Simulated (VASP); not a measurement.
Here is a VASP 6.6.1 calculation.

INCAR

```
SYSTEM = H8Os3
  PREC = Accurate
  ENCUT = 520
  EDIFF = 1E-7
  ISMEAR = 0
  SIGMA = 0.1
  LREAL = .FALSE.
  LASPH = .TRUE.
  NELM = 100
  ALGO = Normal
  ISIF = 2
  LWAVE = .FALSE.
  LCHARG = .FALSE.
  GGA = PE
  NBANDS = 27
```

KPOINTS

```
regular mesh
0
G
  4 4 4
  0 0 0
```

POSCAR

```
H8Os3
1.0
    5.2352480093      0.0000000000      0.0000000000
    0.0000000000      5.2352480093      0.0000000000
    0.0000000000      0.0000000000      5.2352480093
H Os
8 3
Direct
    0.1995417314      0.0000000000      0.0000000000
    0.8004582686      0.0000000000      0.0000000000
    0.0000000000      0.1995417314      0.0000000000
    0.0000000000      0.8004582686      0.0000000000
    0.0000000000      0.0000000000      0.1995417314
    0.0000000000      0.0000000000      0.8004582686
    0.0000000000      0.0000000000      0.0000000000
    0.5000000000      0.5000000000      0.5000000000
    0.5000000000      0.0000000000      0.0000000000
    0.0000000000      0.5000000000      0.0000000000
    0.0000000000      0.0000000000      0.5000000000
```

Potentials or basis: VASP PAW PBE potentials, release 64 (H, Os).

The run is started by

```bash
$ cat potpaw_PBE.64/H/POTCAR potpaw_PBE.64/Os/POTCAR > POTCAR
$ mpirun -np 1 vasp_std > vasp.out
```

Q: Estimate the pressure.

A: 0.3 GPa.

Q: Estimate the band gap on the k mesh.

A: Zero (band 16 reaches 0.30 eV, above the bottom of band 17 at -0.17 eV).

Q: What does it give for the largest force?

A: 0.109 eV/Å.

Forces on the atoms (eV/Å):
```
H   -0.109  0.000  0.000
H    0.109  0.000  0.000
H    0.000 -0.109  0.000
H    0.000  0.109  0.000
H    0.000  0.000 -0.109
H    0.000  0.000  0.109
H    0.000  0.000  0.000
H    0.000  0.000  0.000
Os   0.000  0.000  0.000
Os   0.000  0.000  0.000
Os   0.000  0.000  0.000
```

Caveat: spin-orbit coupling is left out, which moves the levels of the heavy elements.
